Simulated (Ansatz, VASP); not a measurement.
# B2C: VASP beside Ansatz

```
B C
1.0
     0.00000    2.12280    2.12280
     2.12280    0.00000    2.12280
     2.12280    2.12280    0.00000
B C
2 1
Direct
  0.25000 0.25000 0.25000
  0.75000 0.75000 0.75000
  0.00000 0.00000 0.00000
```

Change from the starting cell: species swapped into the Na2S type (Fm-3m, No. 225).

Alike in both runs: functional PBE; k mesh 7 × 7 × 7; occupations gaussian, width 0.2 eV; no spin polarisation.

Ansatz relaxed the structure, and its values are those at the end. VASP's run is a single point on that final structure, the one shown.

|  | VASP | Ansatz |
| --- | --- | --- |
| version | VASP 6.6.1 | Ansatz 0.2.0 |
| potentials or method | VASP PAW PBE potentials, release 64 (B, C), cutoff 600 eV | scalar-relativistic, plane waves, PAW |
| valence electrons in the cell | 10 | 10 |

|  | VASP | Ansatz | Ansatz less VASP |
| --- | --- | --- | --- |
| gap on the k mesh at the Fermi level (eV) | none | none | - |
| pressure (GPa) | -0.6 | -0.3 | +0.27 |

A gap of «none» marks a metal or a gap that the smearing closes.

The k mesh is coarse, so the values compare programs but aren't converged.
